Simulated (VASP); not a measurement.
Wanted: the native input for a VASP 6.6.1 run.

```yaml
Task: single point
Functional: LDA
Potentials_or_basis: VASP PAW LDA potentials, release 64 (C)
Cutoff: 520 eV
k_mesh: 12 × 12 × 4
Occupations: fermi-dirac, width 0.05 eV
Spin: no spin polarisation
Dipole_correction: no
Further_INCAR_settings: ALGO = Normal; EDIFF = 1e-06; NBANDS = 26
```

The structure of C lies in POSCAR:

```
C
1.0
    2.5388031358      0.0000000000      0.0000000000
   -1.2694015679      2.1986680108      0.0000000000
    0.0000000000      0.0000000000      8.2916519209
C
8
Direct
    0.6666666667      0.3333333333      0.8437500000
    0.3333333333      0.6666666667      0.3437500000
    0.6666666667      0.3333333333      0.6562500000
    0.3333333333      0.6666666667      0.1562500000
    0.0000000000      0.0000000000      0.9062500000
    0.0000000000      0.0000000000      0.4062500000
    0.0000000000      0.0000000000      0.5937500000
    0.0000000000      0.0000000000      0.0937500000
```

These files were run (other wordings do the same):

INCAR

```
ALGO = Normal
EDIFF = 1E-6
ENCUT = 520
ISIF = 2
ISMEAR = -1
LASPH = T
LCHARG = F
LREAL = F
LWAVE = F
NBANDS = 26
NELM = 60
PREC = Accurate
SIGMA = 0.05
```

KPOINTS

```
k-points
0
Gamma
  12 12 4
```

Potentials or basis: VASP PAW LDA potentials, release 64 (C).

The run is started by

```bash
$ cat potpaw_LDA.64/C/POTCAR > POTCAR
$ mpirun -np 1 vasp_std > vasp.out
```

It gave:

```yaml
Pressure: -19.2 GPa
Largest_force: 0.319 eV/Å
Band_gap_on_the_k_mesh: 4.32 eV, indirect (least direct gap 5.09 eV)
```

Wall time 21 s on 1 thread of Intel(R) Xeon(R) 6975P-C (Granite Rapids), with other jobs on the host, peak memory 0.16 GiB.
